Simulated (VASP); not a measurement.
# B (P6_3/mmc) in VASP: a series of runs, part 3 of 3

VASP 6.6.1. The steps go on from the part before.

**4. Single point, LDA (volume scaled by 1.08)**

Input file INCAR:

```
PREC = Accurate ; ENCUT = 520
EDIFF = 1E-7 ; ISMEAR = -1
SIGMA = 0.1 ; LREAL = False
LASPH = True ; NELM = 60
ALGO = Normal ; ISIF = 2
LWAVE = False ; LCHARG = False
NBANDS = 14
```

Input file KPOINTS:

```
regular mesh
0
Gamma
  24 24 3
```

Input file POSCAR:

```
B
1.0
    1.7403003719      0.0000000000      0.0000000000
   -0.8701501859      1.5071443322      0.0000000000
    0.0000000000      0.0000000000     14.2328694268
B
4
Direct
    0.0000000000      1.0000000000      0.0000000000
    0.0000000000      0.0000000000      0.5000000000
    0.3333333333      0.6666666667      0.2500000000
    0.6666666667      0.3333333333      0.7500000000
```

Potentials or basis: VASP PAW LDA potentials, release 64 (B).

On the command line:

```console
$ cat potpaw_LDA.64/B/POTCAR > POTCAR
$ mpirun -np 1 vasp_std > vasp.out
```

OUTCAR:

```text
PREC = Accurate
   ENCUT = 520
   EDIFF = 1E-7
   ISMEAR = -1
   LREAL = False
   LASPH = True
   NELM = 60
   ISIF = 2

 ion  position               nearest neighbor table
   1  0.000  0.000  0.000-
   2  0.000  0.000  0.500-
   3  0.333  0.667  0.250-
   4  0.667  0.333  0.750-

  LATTYP: Found a hexagonal cell.
 ALAT       =     1.7403003719
 C/A-ratio  =     8.1783981987

  Lattice vectors:

 A1 = (   1.7403003719,   0.0000000000,   0.0000000000)
 A2 = (  -0.8701501859,   1.5071443322,   0.0000000000)
 A3 = (   0.0000000000,   0.0000000000,  14.2328694268)

Analysis of symmetry for initial positions (statically):
=====================================================================
 Subroutine PRICEL returns:
 Original cell was already a primitive cell.

 Routine SETGRP: Setting up the symmetry group for a
 hexagonal supercell.

 Subroutine GETGRP returns: Found 24 space group operations
 (whereof 12 operations were pure point group operations)
 out of a pool of 24 trial point group operations.

The static configuration has the point symmetry D_3d.
 The point group associated with its full space group is D_6h.

Analysis of symmetry for dynamics (positions and initial velocities):
=====================================================================
 Subroutine PRICEL returns:
 Original cell was already a primitive cell.

 Routine SETGRP: Setting up the symmetry group for a
 hexagonal supercell.

 Subroutine GETGRP returns: Found 24 space group operations
 (whereof 12 operations were pure point group operations)
 out of a pool of 24 trial point group operations.

The dynamic configuration has the point symmetry D_3d.
 The point group associated with its full space group is D_6h.

 Subroutine INISYM returns: Found 24 space group operations
 (whereof 12 operations are pure point group operations),
 and found     1 'primitive' translations

----------------------------------------------------------------------------------------

                                     Primitive cell

  volume of cell :      37.3312

  direct lattice vectors                    reciprocal lattice vectors
     1.740300372  0.000000000  0.000000000     0.574613450  0.331753230  0.000000000
    -0.870150186  1.507144332  0.000000000     0.000000000  0.663506460  0.000000000
     0.000000000  0.000000000 14.232869427     0.000000000  0.000000000  0.070259901

  length of vectors
     1.740300372  1.740300372 14.232869427     0.663506460  0.663506460  0.070259901

  position of ions in fractional coordinates (direct lattice)
     0.000000000  0.000000000  0.000000000
     0.000000000  0.000000000  0.500000000
     0.333333333  0.666666667  0.250000000
     0.666666667  0.333333333  0.750000000

  ion indices of the primitive-cell ions
   primitive index   ion index
                 1           1
                 2           2
                 3           3
                 4           4

----------------------------------------------------------------------------------------

 KPOINTS: regular mesh

Automatic generation of k-mesh.
 Grid dimensions read from file:
 generate k-points for:   24   24    3

 Generating k-lattice:

  Cartesian coordinates                     Fractional coordinates (reciprocal lattice)
[... 44 lines left out ...]
   total plane-waves  NPLWV =  21168
   dimension x,y,z NGX =    14 NGY =   14 NGZ =  108
   dimension x,y,z NGXF=    28 NGYF=   28 NGZF=  216
   ions per type =               4
   NGX,Y,Z   is equivalent  to a cutoff of  13.37, 13.37, 12.61 a.u.
   NGXF,Y,Z  is equivalent  to a cutoff of  26.75, 26.75, 25.23 a.u.
 SYSTEM =  unknown system
   PREC   = accura    normal or accurate (medium, high low for compatibility)
   ISTART =      0    job   : 0-new  1-cont  2-samecut
   ICHARG =      2    charge: 1-file 2-atom 10-const
   ISPIN  =      1    spin polarized calculation?
   LNONCOLLINEAR =      F non collinear calculations
   LSORBIT =      F    spin-orbit coupling
   LASPH  =      T    aspherical Exc in radial PAW
   ENCUT  =  520.0 eV  38.22 Ry    6.18 a.u.   3.24  3.24 26.46*2*pi/ulx,y,z
   NELM   =     60;   NELMIN=  2; NELMDL= -5     # of ELM steps
   EDIFF  = 0.1E-06   stopping-criterion for ELM
   LREAL  =      F    real-space projection
   EDIFFG = 0.1E-05   stopping-criterion for IOM
   NSW    =      0    number of steps for IOM
   IBRION =     -1    ionic relax: 0-MD 1-quasi-New 2-CG
   NFREE  =      0    steps in history (QN), initial steepest desc. (CG)
   ISIF   =      2    stress and relaxation
   ISYM   =      2    0-nonsym 1-usesym 2-fastsym
   POTIM  = 0.5000    time-step for ionic-motion
   TEBEG  =    0.0;   TEEND  =   0.0 temperature during run
   PSTRESS=    0.0 pullay stress
   NELECT =      12.0000    total number of electrons
   NUPDOWN=      -1.0000    fix difference up-down
   EMIN   =  10.00;   EMAX   =-10.00  energy-range for DOS
   EFERMI =   0.00;   METHOD = LEGACY
   ISMEAR =    -1;   SIGMA  =   0.10  broadening in eV -4-tet -1-fermi 0-gaus
   EFERMI_NEDOS =   21; number of points for ismear=-14 and -15
   IALGO  =     38    algorithm
   IMIX   =      4    mixing-type and parameters
     AMIX     =   0.40;   BMIX     =  1.00
     AMIX_MAG =   1.60;   BMIX_MAG =  1.00
  volume/ion in A,a.u.               =       9.33        62.98
  Fermi-wavevector in a.u.,A,eV,Ry     =   1.121445  2.119224 17.111223  1.257639
  Thomas-Fermi vector in A             =   2.258099
   LORBIT       =      0    0 simple, 1 ext, 2 COOP (PROOUT), +10 PAW based schemes
   GGA     = CA    functional components
   LHFCALC =     F    Hartree Fock is set to
   AEXX    =    0.0000 exact exchange contribution
   IVDW    =     0    specifies the selected vdW correction
   LEPSILON=     F    determine dielectric tensor
   LRPA    =     F    only Hartree local field effects (RPA)
 non-spin polarized calculation
  energy-cutoff  :      520.00
  volume of cell :       37.33
 maximum number of plane-waves:      1043
 NGX is ok and might be reduce to    14
   NGX =  7   NGY =  7   NGZ = 53

 number of electron      12.0000000 magnetization

 Free energy of the ion-electron system (eV)
  ---------------------------------------------------
  ext. energy  EPLUGINS =         0.00000000
  ---------------------------------------------------
  free energy    TOTEN  =       -26.88223863 eV

  energy without entropy =      -26.84737450  energy(sigma->0) =      -26.86480657

 E-fermi :   5.1704     XC(G=0): -10.3373

 val. band max:        5.1555158632   @ k =   0.3333   0.0000   0.3333
 cond. band min:       5.1996525016   @ k =   0.3750   0.2083   0.0000
 fundamental gap:      0.0441366384
 Fermi energy:         5.1703504888

 k-point     1 :       0.0000    0.0000    0.0000
  band No.  band energies     occupation
      1     -11.4257      2.00000
      2     -11.2318      2.00000
      3     -11.2318      2.00000
      4     -11.0144      2.00000
      5      -3.1995      2.00000
      6      -2.1998      2.00000
      7      -2.1998      2.00000
      8      -0.9356      2.00000
      9       7.6816      0.00000
     10      10.5070      0.00000
     11      10.5070      0.00000
     12      14.7618      0.00000
     13      20.0034      0.00000
     14      25.8715      0.00000
[... 377 lines left out ...]
      1      -3.3078      2.00000
      2      -3.2764      2.00000
      3      -3.2764      2.00000
      4      -3.2445      2.00000
      5       6.2721      0.00003
      6       6.3884      0.00001
      7       6.3962      0.00001
      8       6.5289      0.00000
      9       9.9518      0.00000
     10      10.3844      0.00000
     11      10.4010      0.00000
     12      10.8120      0.00000
     13      17.1092      0.00000
     14      17.7115      0.00000

 [... further k-points ...]

------------------------ aborting loop because EDIFF is reached ----------------------------------------

  FORCE on cell =-STRESS in cart. coord.  units (eV):
  Direction    XX          YY          ZZ          XY          YZ          ZX
  --------------------------------------------------------------------------------------
  -------------------------------------------------------------------------------------
  Total       -4.7028382     -4.7028382     -0.2586655     -0.0000000     -0.0000000      0.0000000
  in kB     -201.8362164   -201.8362163    -11.1013961     -0.0000000     -0.0000000      0.0000000
  external PRESSURE =    -138.2579429 kB  Pullay stress =       0.0000000 kB

 VOLUME and BASIS-vectors are now :
 -----------------------------------------------------------------------------
  energy-cutoff  :      520.00
  volume of cell :       37.33
      direct lattice vectors                 reciprocal lattice vectors
     1.740300372  0.000000000  0.000000000     0.574613450  0.331753230  0.000000000
    -0.870150186  1.507144332  0.000000000     0.000000000  0.663506460  0.000000000
     0.000000000  0.000000000 14.232869427     0.000000000  0.000000000  0.070259901

 POSITION                                       TOTAL-FORCE (eV/Angst)
 -----------------------------------------------------------------------------------
      0.00000      0.00000      0.00000        -0.000000      0.000000     -0.000000
      0.00000      0.00000      7.11643        -0.000000      0.000000     -0.000000
     -0.00000      1.00476      3.55822         0.000000     -0.000000      0.000000
      0.87015      0.50238     10.67465         0.000000      0.000000      0.000000
 -----------------------------------------------------------------------------------
    total drift:                                0.000000      0.000000      0.000000

  FREE ENERGIE OF THE ION-ELECTRON SYSTEM (eV)
  ---------------------------------------------------
  free  energy   TOTEN  =       -26.8822386292 eV

  energy  without entropy=      -26.8473745044  energy(sigma->0) =      -26.86480657
```

stdout:

```text
POSCAR found type information on POSCAR B
 POSCAR found :  1 types and       4 ions
 scaLAPACK will be used
 LDA part: xc-table for (Slater(with rela. corr.)+CA(PZ))
 , standard interpolation
 POSCAR, INCAR and KPOINTS ok, starting setup
 FFT: planning ... GRIDC
 FFT: planning ... GRID_SOFT
 FFT: planning ... GRID
 WAVECAR not read
 entering main loop
```

It took 32 s on 1 thread of AMD EPYC 9R45 (Zen 5), shared host; peak memory 0.13 GiB.

What came out:

- Free energy: -26.8822 eV
- Pressure: -13.8 GPa
- Band gap on the k mesh: zero (band 6 reaches 8.31 eV, above the bottom of band 7 at -2.20 eV)

Stress tensor (GPa, compression positive):
```
-20.18   0.00   0.00
  0.00 -20.18   0.00
  0.00   0.00  -1.11
```

**5. The runs side by side**

```tsv
cell	gap on the mesh (eV)	pressure (GPa)
a = 1.696, b = 1.696, c = 13.872 Å, angles 90.0, 90.0, 120.0°, 4 atoms	none	-0.4
a = 1.719, b = 1.719, c = 14.055 Å, angles 90.0, 90.0, 120.0°, 4 atoms	none	-7.8
a = 1.740, b = 1.740, c = 14.233 Å, angles 90.0, 90.0, 120.0°, 4 atoms	none	-13.8
```

Alike in all rows: task single point; level LDA; potentials or basis VASP PAW LDA potentials, release 64 (B); no spin polarisation; k mesh 24 × 24 × 3; cutoff (eV) 520; smearing fermi-dirac 0.1 eV.

Total energies depend on the potentials used, so only differences within one code and one set of settings carry meaning.
